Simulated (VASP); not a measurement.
Input of a VASP 6.6.1 run:

Contents of INCAR:

```
SYSTEM = MgSe
ALGO = Normal ; EDIFF = 1E-6
ENCUT = 600 ; GGA = PE
GGA_COMPAT = .FALSE. ; ISIF = 2
ISMEAR = 0 ; LASPH = .TRUE.
LCHARG = .FALSE. ; LREAL = .FALSE.
LWAVE = .FALSE. ; NBANDS = 11
NELM = 120 ; PREC = Accurate
SIGMA = 0.01
```

File KPOINTS:

```
k-points
0
G
  4 4 4
  0 0 0
```

Contents of POSCAR:

```
MgSe
1.0
    0.0000000000      2.7541231852      2.7541231852
    2.7541231852      0.0000000000      2.7541231852
    2.7541231852      2.7541231852      0.0000000000
Mg Se
1 1
Direct
    0.0000000000      0.0000000000      0.0000000000
    0.5000000000      0.5000000000      0.5000000000
```

Potentials or basis: VASP PAW PBE potentials, release 64 (Mg, Se).

The run is started by

```console
$ cat potpaw_PBE.64/Mg/POTCAR potpaw_PBE.64/Se/POTCAR > POTCAR
$ mpirun -np 1 vasp_std > vasp.out
```

(1) What does it give for the band gap on the k mesh?

(2) What does it give for the pressure?

Results:

(1) 1.72 eV, indirect (least direct gap 2.38 eV).

(2) 0.3 GPa.

Caveat: the k points lie up to 0.49 Å⁻¹ apart.
